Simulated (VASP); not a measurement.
# Zn3CdPt (Pm-3m) in VASP: a series of runs, part 2 of 2

VASP 6.6.1.

### 3 Relaxation of cell and atoms, PBE

This run uses another cell than the first one, of 22.76 Å³/atom.

Input file INCAR:

```
SYSTEM = Zn3CdPt
ALGO     = Normal         ! electronic algorithm
EDIFF    = 1E-7           ! SCF threshold, eV
EDIFFG   = -0.01          ! ionic threshold
ENCUT    = 600            ! plane-wave cutoff, eV
GGA      = PE             ! functional
IBRION   = 2              ! ionic algorithm
ISIF     = 3              ! what is computed and relaxed
ISMEAR   = 0              ! smearing method
LASPH    = .TRUE.         ! aspherical terms in the spheres
LCHARG   = .FALSE.        ! write CHGCAR
LREAL    = .FALSE.        ! projectors in reciprocal space
LWAVE    = .FALSE.        ! write WAVECAR
NELM     = 100            ! most SCF steps
NSW      = 100            ! ionic steps
PREC     = Accurate       ! precision mode
SIGMA    = 0.1            ! smearing width, eV
```

Input file KPOINTS:

```
k-points
0
G
  8 8 8
  0 0 0
```

Input file POSCAR:

```
Zn3CdPt
1.0
    4.8458760560      0.0000000000      0.0000000000
    0.0000000000      4.8458760560      0.0000000000
    0.0000000000      0.0000000000      4.8458760560
Zn Cd Pt
3 1 1
Direct
    0.5000000000      0.5000000000      0.0000000000
    0.0000000000      0.5000000000      0.5000000000
    0.5000000000      0.0000000000      0.5000000000
    0.0000000000      0.0000000000      0.0000000000
    0.5000000000      0.5000000000      0.5000000000
```

Potentials or basis: VASP PAW PBE potentials, release 64 (Zn, Cd, Pt).

The run is started by

```sh
$ cat potpaw_PBE.64/Zn/POTCAR potpaw_PBE.64/Cd/POTCAR potpaw_PBE.64/Pt/POTCAR > POTCAR
$ mpirun -np 1 vasp_std > vasp.out
```

Wall time 3.1 min (1 thread of AMD EPYC 9R45 (Zen 5), shared host); peak memory 0.34 GiB.

Results (log left out):

```
Free energy                           : -10.2494 eV
Relaxed volume                        : 23.22 Å³/atom
Relaxed cell                          : a = 4.878 Å, b = 4.878 Å, c = 4.878 Å, α = 90.00°, β = 90.00°, γ = 90.00°
Space group after relaxing (to 0.1 Å) : Pm-3m (No. 221)
Energy gained by relaxing             : 1.6 meV/atom
Ionic steps                           : 3
Pressure after relaxing               : 0.0 GPa
Band gap on the k mesh                : zero (bands 29 and 30 overlap by 2.63 eV)
```

The path:
| step | energy change (eV) | largest force (eV/Å) | pressure (GPa) | volume (Å³) |
| --- | --- | --- | --- | --- |
| 1 | 0.0000 | 0.0000 | 1.10 | 113.79 |
| 2 | -0.0076 | 0.0000 | -0.13 | 116.38 |
| 3 | -0.0078 | 0.0000 | 0.00 | 116.09 |

Final structure:
```xyz
5
Lattice="4.8782 0.0000 0.0000 0.0000 4.8782 0.0000 0.0000 0.0000 4.8782" Properties=species:S:1:pos:R:3 pbc="T T T"
Zn    2.4391    2.4391    0.0000
Zn    0.0000    2.4391    2.4391
Zn    2.4391    0.0000    2.4391
Cd    0.0000    0.0000    0.0000
Pt    2.4391    2.4391    2.4391
```

Levels at points of the mesh, in eV from the Fermi level:
| k point | band 25 | band 26 | band 27 | band 28 | band 29 | band 30 | band 31 | band 32 | band 33 | band 34 |
| --- | --- | --- | --- | --- | --- | --- | --- | --- | --- | --- |
| (0.00, 0.00, 0.00) | -2.28 | -2.28 | -0.57 | -0.40 | -0.40 | -0.40 | 2.42 | 2.42 | 5.18 | 5.18 |
| (0.50, 0.00, 0.00) | -2.75 | -2.75 | -2.28 | 0.33 | 1.08 | 1.08 | 2.59 | 2.82 | 2.82 | 2.95 |
| (0.50, 0.50, 0.00) | -3.53 | -3.47 | -2.71 | -2.71 | -1.67 | 2.25 | 3.01 | 3.01 | 4.02 | 4.09 |
| (0.50, 0.50, 0.50) | -3.54 | -3.54 | -2.52 | -2.52 | -2.52 | -1.51 | 0.43 | 0.43 | 0.43 | 9.08 |

Caveat: spin-orbit coupling is left out, which moves the levels of the heavy elements.

### 4 Single point, PBE

This run uses another cell than the first one, of 22.76 Å³/atom.

Input file INCAR:

```
SYSTEM = Zn3CdPt
  PREC = Accurate
  ENCUT = 520
  EDIFF = 1E-7
  ISMEAR = 0
  SIGMA = 0.1
  LREAL = .FALSE.
  LASPH = .TRUE.
  NELM = 100
  ALGO = Normal
  ISIF = 2
  LWAVE = .FALSE.
  LCHARG = .FALSE.
  GGA = PE
  NBANDS = 37
```

Input file KPOINTS:

```
Automatic mesh
0
G
  4 4 4
  0 0 0
```

POSCAR is that of step 3.

Potentials or basis: VASP PAW PBE potentials, release 64 (Zn, Cd, Pt).

The run is started by

```sh
$ cat potpaw_PBE.64/Zn/POTCAR potpaw_PBE.64/Cd/POTCAR potpaw_PBE.64/Pt/POTCAR > POTCAR
$ mpirun -np 1 vasp_std > vasp.out
```

OUTCAR:

```text
SYSTEM = Zn3CdPt
   PREC = Accurate
   ENCUT = 520
   EDIFF = 1E-7
   ISMEAR = 0
   LREAL = .FALSE.
   LASPH = .TRUE.
   NELM = 100
   ISIF = 2
   GGA = PE

 ion  position               nearest neighbor table
   1  0.500  0.500  0.000-   5 2.42   5 2.42
   2  0.000  0.500  0.500-   5 2.42   5 2.42
   3  0.500  0.000  0.500-   5 2.42   5 2.42
   4  0.000  0.000  0.000-
   5  0.500  0.500  0.500-   1 2.42   2 2.42   3 2.42   1 2.42   3 2.42   2 2.42

  LATTYP: Found a simple cubic cell.
 ALAT       =     4.8458760560

  Lattice vectors:

 A1 = (   4.8458760560,   0.0000000000,   0.0000000000)
 A2 = (   0.0000000000,   4.8458760560,   0.0000000000)
 A3 = (   0.0000000000,   0.0000000000,   4.8458760560)

Analysis of symmetry for initial positions (statically):
=====================================================================
 Subroutine PRICEL returns:
 Original cell was already a primitive cell.

 Routine SETGRP: Setting up the symmetry group for a
 simple cubic supercell.

 Subroutine GETGRP returns: Found 48 space group operations
[... 155 lines left out ...]

 E-fermi :   2.1563     XC(G=0):  -9.9042

 val. band max:        2.0986136064   @ k =   0.2500   0.0000   0.0000
 cond. band min:       2.2519682276   @ k =   0.5000   0.0000   0.0000
 fundamental gap:      0.1533546212
 Fermi energy:         2.1562648800

 k-point     1 :       0.0000    0.0000    0.0000
  band No.  band energies     occupation
      1      -6.4823      2.00000
      2      -6.4823      2.00000
      3      -6.4456      2.00000
      4      -6.4456      2.00000
      5      -6.4456      2.00000
      6      -6.1658      2.00000
[... 389 lines left out ...]
     36      11.1144      0.00000
     37      12.7430      0.00000

------------------------ aborting loop because EDIFF is reached ----------------------------------------

  FORCE on cell =-STRESS in cart. coord.  units (eV):
  Direction    XX          YY          ZZ          XY          YZ          ZX
  --------------------------------------------------------------------------------------
  -------------------------------------------------------------------------------------
  Total        0.2923592      0.2923592      0.2923592     -0.0000000     -0.0000000      0.0000000
  in kB        4.1163320      4.1163320      4.1163320     -0.0000000     -0.0000000      0.0000000
  external PRESSURE =       4.1163320 kB  Pullay stress =       0.0000000 kB

 VOLUME and BASIS-vectors are now :
 -----------------------------------------------------------------------------
  energy-cutoff  :      520.00
  volume of cell :      113.79
      direct lattice vectors                 reciprocal lattice vectors
     4.845876056  0.000000000  0.000000000     0.206361035  0.000000000  0.000000000
     0.000000000  4.845876056  0.000000000     0.000000000  0.206361035  0.000000000
     0.000000000  0.000000000  4.845876056     0.000000000  0.000000000  0.206361035

 POSITION                                       TOTAL-FORCE (eV/Angst)
 -----------------------------------------------------------------------------------
      2.42294      2.42294      0.00000         0.000000      0.000000      0.000000
      0.00000      2.42294      2.42294         0.000000      0.000000      0.000000
      2.42294      0.00000      2.42294         0.000000      0.000000      0.000000
      0.00000      0.00000      0.00000         0.000000      0.000000      0.000000
      2.42294      2.42294      2.42294         0.000000      0.000000      0.000000
 -----------------------------------------------------------------------------------
    total drift:                                0.000000      0.000000      0.000000

  FREE ENERGIE OF THE ION-ELECTRON SYSTEM (eV)
  ---------------------------------------------------
  free  energy   TOTEN  =       -10.3102950752 eV

  energy  without entropy=      -10.3004731283  energy(sigma->0) =      -10.30538410
```

OSZICAR:

```text
N       E                     dE             d eps       ncg     rms          rms(c)
DAV:   1     0.460574837298E+03    0.46057E+03   -0.28147E+04   740   0.198E+03
DAV:   2     0.303866808026E+02   -0.43019E+03   -0.40966E+03   758   0.442E+02
DAV:   3    -0.100220642360E+02   -0.40409E+02   -0.39767E+02   828   0.136E+02
DAV:   4    -0.108966612296E+02   -0.87460E+00   -0.87314E+00   816   0.206E+01
DAV:   5    -0.109036912712E+02   -0.70300E-02   -0.70295E-02   883   0.157E+00    0.799E+00
DAV:   6    -0.104329341690E+02    0.47076E+00   -0.84779E-01   869   0.134E+01    0.512E+00
DAV:   7    -0.103163204243E+02    0.11661E+00   -0.44179E-01   773   0.445E+00    0.109E+00
DAV:   8    -0.103106369709E+02    0.56835E-02   -0.50812E-02   932   0.266E+00    0.447E-01
DAV:   9    -0.103101948764E+02    0.44209E-03   -0.61165E-03   788   0.686E-01    0.223E-01
DAV:  10    -0.103102659571E+02   -0.71081E-04   -0.46742E-04   793   0.145E-01    0.785E-02
DAV:  11    -0.103102943685E+02   -0.28411E-04   -0.11284E-04   822   0.723E-02    0.142E-02
DAV:  12    -0.103102954779E+02   -0.11094E-05   -0.23414E-05   785   0.349E-02    0.107E-02
DAV:  13    -0.103102950992E+02    0.37871E-06   -0.80128E-06   800   0.196E-02    0.199E-03
DAV:  14    -0.103102950752E+02    0.23953E-07   -0.28223E-07   637   0.300E-03
   1 F= -.10310295E+02 E0= -.10305384E+02  d E =-.982195E-02
```

Run time: 26 s. Hardware: 1 thread of AMD EPYC 9R45 (Zen 5), shared host; peak memory 0.19 GiB.

Results:

* Free energy: -10.3103 eV
* Pressure: 0.4 GPa
* Band gap on the k mesh: zero (bands 29 and 30 overlap by 2.69 eV)

Caveat: spin-orbit coupling is left out, which moves the levels of the heavy elements.

### 5 Relaxation of cell and atoms, PBE

This run uses another cell than the first one, of 16.56 Å³/atom.

Input file INCAR:

```
SYSTEM = Zn3CdPt
PREC     = Accurate       ! precision mode
ENCUT    = 600            ! plane-wave cutoff, eV
EDIFF    = 1E-6           ! SCF threshold, eV
ISMEAR   = 0              ! smearing method
SIGMA    = 0.1            ! smearing width, eV
LREAL    = .FALSE.        ! projectors in reciprocal space
LASPH    = .TRUE.         ! aspherical terms in the spheres
NELM     = 100            ! most SCF steps
ALGO     = Normal         ! electronic algorithm
ISIF     = 3              ! what is computed and relaxed
LWAVE    = .FALSE.        ! write WAVECAR
LCHARG   = .FALSE.        ! write CHGCAR
GGA      = PE             ! functional
IBRION   = 2              ! ionic algorithm
NSW      = 90             ! ionic steps
EDIFFG   = -0.04          ! ionic threshold
```

KPOINTS is that of step 4.

POSCAR, as its differences from that of step 4:

```diff
@@ -2,5 +2,5 @@
 1.0
-    4.8458760560      0.0000000000      0.0000000000
-    0.0000000000      4.8458760560      0.0000000000
-    0.0000000000      0.0000000000      4.8458760560
+    4.3582538800      0.0000000000      0.0000000000
+    0.0000000000      4.3582538800      0.0000000000
+    0.0000000000      0.0000000000      4.3582538800
 Zn Cd Pt
```

The run is started by

```sh
$ cat potpaw_PBE.64/Zn/POTCAR potpaw_PBE.64/Cd/POTCAR potpaw_PBE.64/Pt/POTCAR > POTCAR
$ mpirun -np 1 vasp_std > vasp.out
```

It took 68 s on 1 thread of AMD EPYC 9R45 (Zen 5), shared host; peak memory 0.2 GiB.

The run converged. Its results:

| Quantity | Value |
| --- | --- |
| Free energy | -10.3020 eV |
| Relaxed volume | 23.04 Å³/atom |
| Relaxed cell | a = 4.866 Å, b = 4.866 Å, c = 4.866 Å, α = 90.00°, β = 90.00°, γ = 90.00° |
| Space group after relaxing (to 0.1 Å) | Pm-3m (No. 221) |
| Energy gained by relaxing | 619.3 meV/atom |
| Ionic steps | 3 |
| Pressure after relaxing | -0.2 GPa |
| Band gap on the k mesh | zero (bands 29 and 30 overlap by 2.70 eV) |

The path:
```tsv
step	energy change (eV)	largest force (eV/Å)	pressure (GPa)	volume (Å³)
1	0.0000	0.0000	42.73	82.78
2	-2.2117	0.0000	-6.97	147.76
3	-3.0964	0.0000	-0.21	115.22
```

Final structure:
```xyz
5
Lattice="4.8660 0.0000 0.0000 0.0000 4.8660 0.0000 0.0000 0.0000 4.8660" Properties=species:S:1:pos:R:3 pbc="T T T"
Zn    2.4330    2.4330    0.0000
Zn    0.0000    2.4330    2.4330
Zn    2.4330    0.0000    2.4330
Cd    0.0000    0.0000    0.0000
Pt    2.4330    2.4330    2.4330
```

Levels at points of the mesh, in eV from the Fermi level:
| k point | band 27 | band 28 | band 29 | band 30 | band 31 | band 32 |
| --- | --- | --- | --- | --- | --- | --- |
| (0.00, 0.00, 0.00) | -0.86 | -0.67 | -0.67 | -0.67 | 2.21 | 2.21 |
| (0.50, 0.00, 0.00) | -2.50 | 0.06 | 0.85 | 0.85 | 2.34 | 2.53 |
| (0.50, 0.50, 0.00) | -2.94 | -2.94 | -1.96 | 2.04 | 2.75 | 2.75 |
| (0.50, 0.50, 0.50) | -2.76 | -2.76 | -2.76 | -1.85 | 0.16 | 0.16 |

Caveat: the k points lie up to 0.32 Å⁻¹ apart in the final cell, too coarse for converged energies and pressures of a metal; the volume moved by over 15 % at a fixed basis, so the end points are rough; spin-orbit coupling is left out, which moves the levels of the heavy elements.

### 6 Overview

```tsv
task	cell	k mesh	cutoff (eV)	gap on the mesh (eV)	pressure (GPa)	relaxed volume (Å³/atom)
single point	a = 4.873 Å, 5 atoms	8 × 8 × 8	520	none	0.2	-
relaxation of cell and atoms	relaxed from a = 4.846 Å, 5 atoms	8 × 8 × 8	600	none	0.0	23.22
single point	a = 4.846 Å, 5 atoms	4 × 4 × 4	520	none	0.4	-
relaxation of cell and atoms	relaxed from a = 4.358 Å, 5 atoms	4 × 4 × 4	600	none	-0.2	23.04
```

Alike in all rows: level PBE; potentials or basis VASP PAW PBE potentials, release 64 (Zn, Cd, Pt); no spin polarisation; smearing gaussian 0.1 eV.

Caveats: some runs use coarse meshes; spin-orbit coupling is left out, which moves the levels of the heavy elements; the volume moved by over 15 % at a fixed basis, so the end points are rough (at least some runs).

Absolute energies hang on the potentials; compare differences alone.
